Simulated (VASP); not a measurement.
# Ca (Fd-3m) in VASP: single point with PBE

Aim: the single point of Ca with PBE.

Everything below comes from runs of VASP 6.6.1. Logs are shortened: lines on timing, memory, paths and dates and some standing lists are left out, and cuts for length are marked.

**1. The cell of the first run**

Symmetry: Fd-3m, No. 227, cubic system. Conventional cell: a = 6.826 Å, b = 6.826 Å, c = 6.826 Å, α = 90.00°, β = 90.00°, γ = 90.00°. Ca (site symmetry -43m) has 4 Ca at 2.96 Å within 3.9 Å.

This isn't the form of Ca at room conditions, which is fcc.

**2. Single point, PBE (39.76 Å³/atom)**

File POSCAR:

```
Ca
1.0
    0.0000000000      3.4130135837      3.4130135837
    3.4130135837      0.0000000000      3.4130135837
    3.4130135837      3.4130135837      0.0000000000
Ca
2
Direct
   -0.1250000000     -0.1250000000     -0.1250000000
    0.1250000000      0.1250000000      0.1250000000
```

File INCAR.step1:

```
  PREC = Accurate
  ENCUT = 520
  EDIFF = 1E-7
  ISMEAR = -1
  SIGMA = 0.08
  LREAL = F
  LASPH = T
  NELM = 60
  ALGO = Normal
  ISIF = 2
  LWAVE = F
  LCHARG = T
  GGA = PE
  NBANDS = 17
```

File KPOINTS.step1:

```
regular mesh
0
Gamma
  10 10 10
```

File INCAR.step2:

```
  PREC = Accurate
  ENCUT = 520
  EDIFF = 1E-7
  ISMEAR = -5
  SIGMA = 0.08
  LREAL = F
  LASPH = T
  NELM = 60
  ALGO = Normal
  ISIF = 2
  LWAVE = F
  LCHARG = F
  GGA = PE
  LORBIT = 11
  NBANDS = 17
  NEDOS = 2001
  ICHARG = 11
```

File KPOINTS.step2:

```
regular mesh
0
Gamma
  15 15 15
```

Potentials or basis: VASP PAW PBE potentials, release 64 (Ca_sv).

The run is started by

```
$ cat potpaw_PBE.64/Ca_sv/POTCAR > POTCAR
$ cp INCAR.step1 INCAR
$ cp KPOINTS.step1 KPOINTS
$ mpirun -np 1 vasp_std > vasp.out
$ cp INCAR.step2 INCAR
$ cp KPOINTS.step2 KPOINTS
$ mpirun -np 1 vasp_std > vasp.out
```

OUTCAR:

```text
PREC = Accurate
   ENCUT = 520
   EDIFF = 1E-7
   ISMEAR = -5
   LREAL = F
   LASPH = T
   NELM = 60
   ISIF = 2
   GGA = PE
   LORBIT = 11
   ICHARG = 11

 ion  position               nearest neighbor table
   1  0.875  0.875  0.875-   2 2.96   2 2.96   2 2.96   2 2.96
   2  0.125  0.125  0.125-   1 2.96   1 2.96   1 2.96   1 2.96

  LATTYP: Found a face centered cubic cell.
 ALAT       =     6.8260271674

  Lattice vectors:

 A1 = (   0.0000000000,   3.4130135837,   3.4130135837)
 A2 = (   3.4130135837,   0.0000000000,   3.4130135837)
 A3 = (   3.4130135837,   3.4130135837,   0.0000000000)

Analysis of symmetry for initial positions (statically):
=====================================================================
 Subroutine PRICEL returns:
 Original cell was already a primitive cell.

 Routine SETGRP: Setting up the symmetry group for a
 face centered cubic supercell.

 Subroutine GETGRP returns: Found 48 space group operations
 (whereof 12 operations were pure point group operations)
 out of a pool of 48 trial point group operations.

The static configuration has the point symmetry D_3d.
 The point group associated with its full space group is O_h .

Analysis of symmetry for dynamics (positions and initial velocities):
=====================================================================
 Subroutine PRICEL returns:
 Original cell was already a primitive cell.

 Routine SETGRP: Setting up the symmetry group for a
 face centered cubic supercell.

 Subroutine GETGRP returns: Found 48 space group operations
 (whereof 12 operations were pure point group operations)
 out of a pool of 48 trial point group operations.

The dynamic configuration has the point symmetry D_3d.
 The point group associated with its full space group is O_h .

 Subroutine INISYM returns: Found 48 space group operations
 (whereof 12 operations are pure point group operations),
 and found     1 'primitive' translations

----------------------------------------------------------------------------------------

                                     Primitive cell

  volume of cell :      79.5141

  direct lattice vectors                    reciprocal lattice vectors
     0.000000000  3.413013584  3.413013584    -0.146498098  0.146498098  0.146498098
[... 84 lines left out ...]
   LSORBIT =      F    spin-orbit coupling
   LASPH  =      T    aspherical Exc in radial PAW
   ENCUT  =  520.0 eV  38.22 Ry    6.18 a.u.   8.97  8.97  8.97*2*pi/ulx,y,z
   NELM   =     60;   NELMIN=  2; NELMDL=  0     # of ELM steps
   EDIFF  = 0.1E-06   stopping-criterion for ELM
   LREAL  =      F    real-space projection
   EDIFFG = 0.1E-05   stopping-criterion for IOM
   NSW    =      0    number of steps for IOM
   IBRION =     -1    ionic relax: 0-MD 1-quasi-New 2-CG
   NFREE  =      0    steps in history (QN), initial steepest desc. (CG)
   ISIF   =      2    stress and relaxation
   ISYM   =      2    0-nonsym 1-usesym 2-fastsym
   POTIM  = 0.5000    time-step for ionic-motion
   TEBEG  =    0.0;   TEEND  =   0.0 temperature during run
   PSTRESS=    0.0 pullay stress
   NELECT =      20.0000    total number of electrons
   NUPDOWN=      -1.0000    fix difference up-down
   EMIN   =  10.00;   EMAX   =-10.00  energy-range for DOS
   EFERMI =   0.00;   METHOD = LEGACY
   ISMEAR =    -5;   SIGMA  =   0.08  broadening in eV -4-tet -1-fermi 0-gaus
   EFERMI_NEDOS =   21; number of points for ismear=-14 and -15
   IALGO  =     38    algorithm
   IMIX   =      4    mixing-type and parameters
     AMIX     =   0.40;   BMIX     =  1.00
     AMIX_MAG =   1.60;   BMIX_MAG =  1.00
  volume/ion in A,a.u.               =      39.76       268.29
  Fermi-wavevector in a.u.,A,eV,Ry     =   1.033404  1.952850 14.529986  1.067924
  Thomas-Fermi vector in A             =   2.167649
   LORBIT       =     11    0 simple, 1 ext, 2 COOP (PROOUT), +10 PAW based schemes
   GGA     = PE    functional components
   LHFCALC =     F    Hartree Fock is set to
   AEXX    =    0.0000 exact exchange contribution
   IVDW    =     0    specifies the selected vdW correction
   LEPSILON=     F    determine dielectric tensor
   LRPA    =     F    only Hartree local field effects (RPA)
 non-spin polarized calculation
 Fermi weights with tetrahedron method with Bloechl corrections
  energy-cutoff  :      520.00
  volume of cell :       79.51
 maximum number of plane-waves:      2166

 number of electron      20.0000004 magnetization

 Free energy of the ion-electron system (eV)
  ---------------------------------------------------
  ext. energy  EPLUGINS =         0.00000000
  ---------------------------------------------------
  free energy    TOTEN  =        -0.86529636 eV

  energy without entropy =       -0.86529636  energy(sigma->0) =       -0.86529636

 E-fermi :   2.0340     XC(G=0):  -7.8139

 val. band max:        2.0371873217   @ k =  -0.3333   0.4667   0.1333
 cond. band min:       2.0503678753   @ k =  -0.4667   0.2667   0.0000
 fundamental gap:      0.0131805536
 Fermi energy:         2.0340262152

 k-point     1 :       0.0000    0.0000    0.0000
  band No.  band energies     occupation
      1     -40.3828      2.00000
      2     -40.1317      2.00000
      3     -21.5389      2.00000
      4     -21.5389      2.00000
      5     -21.5389      2.00000
      6     -21.0861      2.00000
[... 457 lines left out ...]
      4     -21.5715      2.00000
      5     -21.5123      2.00000
      6     -21.1173      2.00000
[... 9 lines left out ...]
     16       4.1813      0.00000
     17       4.2081      0.00000

 [... further k-points ...]
[... 5 lines left out ...]
  --------------------------------------------------------------------------------------
  -------------------------------------------------------------------------------------
  Total        2.1278687      2.1278687      2.1278687      0.0000000     -0.0000000      0.0000000
  in kB       42.8757146     42.8757146     42.8757146      0.0000000     -0.0000000      0.0000000
  external PRESSURE =      42.8757146 kB  Pullay stress =       0.0000000 kB

 VOLUME and BASIS-vectors are now :
 -----------------------------------------------------------------------------
  energy-cutoff  :      520.00
  volume of cell :       79.51
      direct lattice vectors                 reciprocal lattice vectors
     0.000000000  3.413013584  3.413013584    -0.146498098  0.146498098  0.146498098
     3.413013584  0.000000000  3.413013584     0.146498098 -0.146498098  0.146498098
     3.413013584  3.413013584  0.000000000     0.146498098  0.146498098 -0.146498098

 POSITION                                       TOTAL-FORCE (eV/Angst)
 -----------------------------------------------------------------------------------
      5.97277      5.97277      5.97277         0.000000      0.000000      0.000000
      0.85325      0.85325      0.85325        -0.000000     -0.000000     -0.000000
 -----------------------------------------------------------------------------------
    total drift:                                0.000000      0.000000      0.000000

  FREE ENERGIE OF THE ION-ELECTRON SYSTEM (eV)
  ---------------------------------------------------
  free  energy   TOTEN  =        -0.8652963571 eV

  energy  without entropy=       -0.8652963571  energy(sigma->0) =       -0.86529636

 total charge

# of ion       s       p       d       tot
------------------------------------------
    1        2.105   5.813   0.304   8.222
    2        2.105   5.813   0.304   8.222
--------------------------------------------------
tot          4.211  11.625   0.609  16.444
```

OUTCAR.step1:

```text
PREC = Accurate
   ENCUT = 520
   EDIFF = 1E-7
   ISMEAR = -1
   LREAL = F
[... 703 lines left out ...]
      5.97277      5.97277      5.97277         0.000000     -0.000000      0.000000
      0.85325      0.85325      0.85325        -0.000000      0.000000     -0.000000
 -----------------------------------------------------------------------------------
    total drift:                                0.000000      0.000000      0.000000

  FREE ENERGIE OF THE ION-ELECTRON SYSTEM (eV)
  ---------------------------------------------------
  free  energy   TOTEN  =        -0.8983583448 eV

  energy  without entropy=       -0.8339310641  energy(sigma->0) =       -0.86614470
```

Wall time 3.9 min (1 thread of Intel Xeon 8259CL, shared host); peak memory 0.28 GiB.

Results:

| Property | Result |
| --- | --- |
| Valence electrons inside the program's atomic spheres | Ca 8.22 |

Levels at points of the mesh, in eV from the Fermi level:
| k point | band 8 | band 9 | band 10 | band 11 | band 12 | band 13 |
| --- | --- | --- | --- | --- | --- | --- |
| (0.00, 0.00, 0.00) | -23.12 | -3.78 | 0.70 | 0.70 | 1.01 | 1.01 |
